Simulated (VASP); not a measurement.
# AlN (Cmcm) in VASP: further runs

AlN is run at these levels: LDA; tasks: single point.

All numbers are computed with VASP 6.6.1; they aren't measurements. Logs are shortened: lines on timing, memory, paths and dates and some standing lists are left out, and cuts for length are marked.

## 1. The cell of the first run

The structure is orthorhombic, space group Cmcm (No. 63). The conventional cell has a = 4.044 Å, b = 4.044 Å, c = 4.044 Å, α = 90.00°, β = 90.00°, γ = 90.00°. Within 2.6 Å of Al (site symmetry m2m) lie 6 N at 1.97 to 2.08 Å. N (site symmetry m2m) has 6 Al at 1.97 to 2.08 Å within 2.6 Å.

## 2. Single point, LDA

INCAR

```
PREC = Accurate
ENCUT = 520
EDIFF = 1E-6
ISMEAR = 0
SIGMA = 0.05
LREAL = False
LASPH = True
NELM = 60
ALGO = Normal
ISIF = 2
LWAVE = False
LCHARG = True
GGA = CA
LELF = True
LVHAR = True
NBANDS = 16
```

KPOINTS

```
regular mesh
0
Gamma
  8 8 6
```

POSCAR

```
AlN
1.0
    0.0000000000     -2.0221659415     -2.0221659415
    0.0000000000      2.0221659415     -2.0221659415
    4.0443318830      0.0000000000      0.0000000000
Al N
2 2
Direct
    0.5223383448      0.4776616552      0.0000000000
   -0.0223383448      0.0223383448      0.5000000000
    0.4908511594      0.5091488406      0.5000000000
    0.0091488406      0.9908511594      0.0000000000
```

Potentials or basis: VASP PAW LDA potentials, release 64 (Al, N).

Launch:

```sh
> cat potpaw_LDA.64/Al/POTCAR potpaw_LDA.64/N/POTCAR > POTCAR
> mpirun -np 1 vasp_std > vasp.out
```

OUTCAR:

```text
PREC = Accurate
   ENCUT = 520
   EDIFF = 1E-6
   ISMEAR = 0
   LREAL = False
   LASPH = True
   NELM = 60
   ISIF = 2
   GGA = CA

 ion  position               nearest neighbor table
   1  0.522  0.478  0.000-   4 1.97   4 2.02   4 2.02   3 2.03   3 2.03   4 2.08   2 2.73   2 2.73
                             2 2.87   2 2.87   2 2.87   2 2.87   2 2.99   2 2.99
   2  0.978  0.022  0.500-   3 1.97   3 2.02   3 2.02   4 2.03   4 2.03   3 2.08   1 2.73   1 2.73
                             1 2.87   1 2.87   1 2.87   1 2.87   1 2.99   1 2.99
   3  0.491  0.509  0.500-   2 1.97   2 2.02   2 2.02   1 2.03   1 2.03   2 2.08
   4  0.009  0.991  0.000-   1 1.97   1 2.02   1 2.02   2 2.03   2 2.03   1 2.08

  LATTYP: Found a simple tetragonal cell.
 ALAT       =     2.8597744998
 C/A-ratio  =     1.4142135624

  Lattice vectors:

 A1 = (   0.0000000000,  -2.0221659415,  -2.0221659415)
 A2 = (   0.0000000000,   2.0221659415,  -2.0221659415)
 A3 = (   4.0443318830,   0.0000000000,   0.0000000000)

Analysis of symmetry for initial positions (statically):
=====================================================================
 Subroutine PRICEL returns:
 Original cell was already a primitive cell.

 Routine SETGRP: Setting up the symmetry group for a
 simple tetragonal supercell.

 Subroutine GETGRP returns: Found  8 space group operations
 (whereof  4 operations were pure point group operations)
 out of a pool of 16 trial point group operations.

The static configuration has the point symmetry C_2v.
 The point group associated with its full space group is D_2h.

Analysis of symmetry for dynamics (positions and initial velocities):
=====================================================================
 Subroutine PRICEL returns:
 Original cell was already a primitive cell.

 Routine SETGRP: Setting up the symmetry group for a
 simple tetragonal supercell.

 Subroutine GETGRP returns: Found  8 space group operations
 (whereof  4 operations were pure point group operations)
 out of a pool of 16 trial point group operations.

The dynamic configuration has the point symmetry C_2v.
 The point group associated with its full space group is D_2h.

 Subroutine INISYM returns: Found  8 space group operations
 (whereof  4 operations are pure point group operations),
 and found     1 'primitive' translations

----------------------------------------------------------------------------------------

                                     Primitive cell

  volume of cell :      33.0758

  direct lattice vectors                    reciprocal lattice vectors
     0.000000000 -2.022165941 -2.022165941     0.000000000 -0.247259629 -0.247259629
     0.000000000  2.022165941 -2.022165941     0.000000000  0.247259629 -0.247259629
     4.044331883  0.000000000  0.000000000     0.247259629  0.000000000  0.000000000

  length of vectors
     2.859774500  2.859774500  4.044331883     0.349677920  0.349677920  0.247259629

  position of ions in fractional coordinates (direct lattice)
     0.522338345  0.477661655  0.000000000
     0.977661655  0.022338345  0.500000000
     0.490851159  0.509148841  0.500000000
     0.009148841  0.990851159  0.000000000

  ion indices of the primitive-cell ions
   primitive index   ion index
                 1           1
                 2           2
                 3           3
                 4           4

----------------------------------------------------------------------------------------

 KPOINTS: regular mesh

Automatic generation of k-mesh.
 Grid dimensions read from file:
 generate k-points for:    8    8    6

 Generating k-lattice:

  Cartesian coordinates                     Fractional coordinates (reciprocal lattice)
     0.000000000 -0.030907454 -0.030907454     0.125000000  0.000000000  0.000000000
     0.000000000  0.030907454 -0.030907454     0.000000000  0.125000000  0.000000000
     0.041209938  0.000000000  0.000000000     0.000000000  0.000000000  0.166666667

  Length of vectors
     0.043709740  0.043709740  0.041209938

  Shift w.r.t. Gamma in fractional coordinates (k-lattice)
     0.000000000  0.000000000  0.000000000

 Subroutine IBZKPT returns following result:
 ===========================================

 Found     84 irreducible k-points:

 Following reciprocal coordinates:
            Coordinates               Weight
  0.000000  0.000000  0.000000      1.000000
  0.125000  0.000000  0.000000      4.000000
  0.250000  0.000000  0.000000      4.000000
  0.375000  0.000000  0.000000      4.000000
  0.500000  0.000000  0.000000      2.000000
  0.125000  0.125000  0.000000      2.000000
[... 16 lines left out ...]
  0.125000  0.000000  0.166667      8.000000
  0.250000  0.000000  0.166667      8.000000
 [... further k-points ...]
   k-points           NKPTS =     84   k-points in BZ     NKDIM =     84   number of bands    NBANDS=     16
   number of dos      NEDOS =    301   number of ions     NIONS =      4
   total plane-waves  NPLWV =  17280
   dimension x,y,z NGX =    24 NGY =   24 NGZ =   30
   dimension x,y,z NGXF=    48 NGYF=   48 NGZF=   60
   ions per type =               2   2
   NGX,Y,Z   is equivalent  to a cutoff of  13.95, 13.95, 12.33 a.u.
   NGXF,Y,Z  is equivalent  to a cutoff of  27.90, 27.90, 24.66 a.u.
 SYSTEM =  unknown system
   PREC   = accura    normal or accurate (medium, high low for compatibility)
   ISTART =      0    job   : 0-new  1-cont  2-samecut
   ICHARG =      2    charge: 1-file 2-atom 10-const
   ISPIN  =      1    spin polarized calculation?
   LNONCOLLINEAR =      F non collinear calculations
   LSORBIT =      F    spin-orbit coupling
   LASPH  =      T    aspherical Exc in radial PAW
   ENCUT  =  520.0 eV  38.22 Ry    6.18 a.u.   5.32  5.32  7.52*2*pi/ulx,y,z
   NELM   =     60;   NELMIN=  2; NELMDL= -5     # of ELM steps
   EDIFF  = 0.1E-05   stopping-criterion for ELM
   LREAL  =      F    real-space projection
   EDIFFG = 0.1E-04   stopping-criterion for IOM
   NSW    =      0    number of steps for IOM
   IBRION =     -1    ionic relax: 0-MD 1-quasi-New 2-CG
   NFREE  =      0    steps in history (QN), initial steepest desc. (CG)
   ISIF   =      2    stress and relaxation
   ISYM   =      2    0-nonsym 1-usesym 2-fastsym
   POTIM  = 0.5000    time-step for ionic-motion
   TEBEG  =    0.0;   TEEND  =   0.0 temperature during run
   PSTRESS=    0.0 pullay stress
   NELECT =      16.0000    total number of electrons
   NUPDOWN=      -1.0000    fix difference up-down
   EMIN   =  10.00;   EMAX   =-10.00  energy-range for DOS
   EFERMI =   0.00;   METHOD = LEGACY
   ISMEAR =     0;   SIGMA  =   0.05  broadening in eV -4-tet -1-fermi 0-gaus
   EFERMI_NEDOS =   21; number of points for ismear=-14 and -15
   IALGO  =     38    algorithm
   IMIX   =      4    mixing-type and parameters
     AMIX     =   0.40;   BMIX     =  1.00
     AMIX_MAG =   1.60;   BMIX_MAG =  1.00
  volume/ion in A,a.u.               =       8.27        55.80
  Fermi-wavevector in a.u.,A,eV,Ry     =   1.285123  2.428530 22.470582  1.651541
  Thomas-Fermi vector in A             =   2.417276
   LORBIT       =      0    0 simple, 1 ext, 2 COOP (PROOUT), +10 PAW based schemes
   GGA     = CA    functional components
   LHFCALC =     F    Hartree Fock is set to
   AEXX    =    0.0000 exact exchange contribution
   IVDW    =     0    specifies the selected vdW correction
   LEPSILON=     F    determine dielectric tensor
   LRPA    =     F    only Hartree local field effects (RPA)
 non-spin polarized calculation
 Gauss-broadening in eV      SIGMA  =   0.05
  energy-cutoff  :      520.00
  volume of cell :       33.08
 maximum number of plane-waves:       912
 NGX is ok and might be reduce to    24
   NGX = 11   NGY = 11   NGZ = 15

 number of electron      16.0000005 magnetization

 Free energy of the ion-electron system (eV)
  ---------------------------------------------------
  ext. energy  EPLUGINS =         0.00000000
  ---------------------------------------------------
  free energy    TOTEN  =       -32.35367218 eV

  energy without entropy =      -32.35367218  energy(sigma->0) =      -32.35367218

 E-fermi :  10.0036     XC(G=0): -12.5699

 val. band max:        9.7101900508   @ k =   0.0000   0.0000   0.0000
 cond. band min:      14.1088788223   @ k =   0.5000   0.5000   0.0000
 fundamental gap:      4.3986887715
 Fermi energy:        10.0035766763

 k-point     1 :       0.0000    0.0000    0.0000
  band No.  band energies     occupation
      1      -7.7024      2.00000
      2      -3.3565      2.00000
      3       2.2960      2.00000
      4       6.8895      2.00000
      5       6.8950      2.00000
      6       9.6635      2.00000
[... 8 lines left out ...]
     15      23.8855      0.00000
     16      26.5537      0.00000

 k-point     2 :       0.1250    0.0000    0.0000
  band No.  band energies     occupation
      1      -7.4867      2.00000
      2      -3.3178      2.00000
      3       2.5132      2.00000
      4       5.8617      2.00000
      5       7.0220      2.00000
      6       8.7440      2.00000
[... 8 lines left out ...]
     15      23.5364      0.00000
     16      25.0415      0.00000

 k-point     3 :       0.2500    0.0000    0.0000
  band No.  band energies     occupation
      1      -6.8582      2.00000
      2      -3.3345      2.00000
      3       3.1556      2.00000
      4       4.2112      2.00000
      5       6.8846      2.00000
      6       7.4063      2.00000
[... 8 lines left out ...]
     15      23.1331      0.00000
     16      23.2340      0.00000

 k-point     4 :       0.3750    0.0000    0.0000
  band No.  band energies     occupation
      1      -5.8856      2.00000
      2      -3.7636      2.00000
      3       3.3752      2.00000
      4       4.1897      2.00000
      5       5.0845      2.00000
      6       7.0531      2.00000
[... 8 lines left out ...]
     15      22.0950      0.00000
     16      22.9481      0.00000
[... 324 lines left out ...]
 k-point    22 :       0.0000    0.0000    0.1667
  band No.  band energies     occupation
      1      -7.5103      2.00000
      2      -3.8740      2.00000
      3       2.9078      2.00000
      4       7.0289      2.00000
      5       7.0356      2.00000
      6       9.0447      2.00000
[... 8 lines left out ...]
     15      23.4801      0.00000
     16      24.5543      0.00000

 k-point    23 :       0.1250    0.0000    0.1667
  band No.  band energies     occupation
      1      -7.2975      2.00000
      2      -3.7895      2.00000
      3       2.9828      2.00000
      4       6.1345      2.00000
      5       7.1546      2.00000
      6       7.9236      2.00000
[... 8 lines left out ...]
     15      23.0503      0.00000
     16      24.8159      0.00000

 k-point    24 :       0.2500    0.0000    0.1667
  band No.  band energies     occupation
      1      -6.6792      2.00000
      2      -3.6549      2.00000
      3       2.8626      2.00000
      4       5.1206      2.00000
      5       6.0272      2.00000
      6       7.5145      2.00000
[... 8 lines left out ...]
     15      22.2857      0.00000
     16      23.7313      0.00000

 [... further k-points ...]
[... 5 lines left out ...]
  --------------------------------------------------------------------------------------
  -------------------------------------------------------------------------------------
  Total       -1.0199404     -0.9078433     -1.3427128      0.0000000      0.0000000      0.0000000
  in kB      -49.4054687    -43.9755346    -65.0404198      0.0000000      0.0000000      0.0000000
  external PRESSURE =     -52.8071410 kB  Pullay stress =       0.0000000 kB

 VOLUME and BASIS-vectors are now :
 -----------------------------------------------------------------------------
  energy-cutoff  :      520.00
  volume of cell :       33.08
      direct lattice vectors                 reciprocal lattice vectors
     0.000000000 -2.022165941 -2.022165941     0.000000000 -0.247259629 -0.247259629
     0.000000000  2.022165941 -2.022165941     0.000000000  0.247259629 -0.247259629
     4.044331883  0.000000000  0.000000000     0.247259629  0.000000000  0.000000000

 POSITION                                       TOTAL-FORCE (eV/Angst)
 -----------------------------------------------------------------------------------
      0.00000     -0.09034     -2.02217         0.000000      0.954528      0.000000
      2.02217     -1.93182     -2.02217         0.000000     -0.954528      0.000000
      2.02217      0.03700     -2.02217         0.000000     -0.227851      0.000000
      0.00000      1.98516     -2.02217         0.000000      0.227851      0.000000
 -----------------------------------------------------------------------------------
    total drift:                                0.000000     -0.000000      0.000000

  FREE ENERGIE OF THE ION-ELECTRON SYSTEM (eV)
  ---------------------------------------------------
  free  energy   TOTEN  =       -32.3536721842 eV

  energy  without entropy=      -32.3536721842  energy(sigma->0) =      -32.35367218
```

Wall time 11 s (1 thread of Intel Xeon 6975P-C (Granite Rapids), shared host); peak memory 0.15 GiB.

What came out:

```
Free energy            : -32.3537 eV
Pressure               : -5.3 GPa
Largest force          : 0.955 eV/Å
Band gap on the k mesh : 4.40 eV, indirect (least direct gap 4.46 eV)
```

Forces on the atoms (eV/Å):
```
Al   0.000  0.955  0.000
Al   0.000 -0.955  0.000
N    0.000 -0.228  0.000
N    0.000  0.228  0.000
```

Levels at points of the mesh, in eV from the valence-band top:
```tsv
k point	band 4	band 5	band 6	band 7	band 8	band 9	band 10	band 11	band 12	band 13
(0.00, 0.00, 0.00)	-2.82	-2.82	-0.05	-0.02	0.00	4.46	5.19	5.71	11.71	11.99
(0.50, 0.00, 0.00)	-5.92	-4.18	-4.16	-1.17	-1.11	8.05	8.38	10.00	10.23	10.53
(0.50, 0.50, 0.00)	-7.41	-2.82	-2.82	-2.81	-2.81	4.40	4.44	5.13	5.19	13.84
(0.00, 0.00, 0.50)	-3.79	-1.65	-1.65	-1.64	-1.64	7.34	7.34	7.60	7.60	11.00
(0.50, 0.00, 0.50)	-8.35	-1.09	-1.09	-1.07	-1.07	6.07	6.07	10.74	10.74	10.79
(0.50, 0.50, 0.50)	-5.74	-5.74	-5.74	-3.94	-3.94	7.87	7.87	10.53	10.53	10.59
```

(Continued in part 2 of 2.)
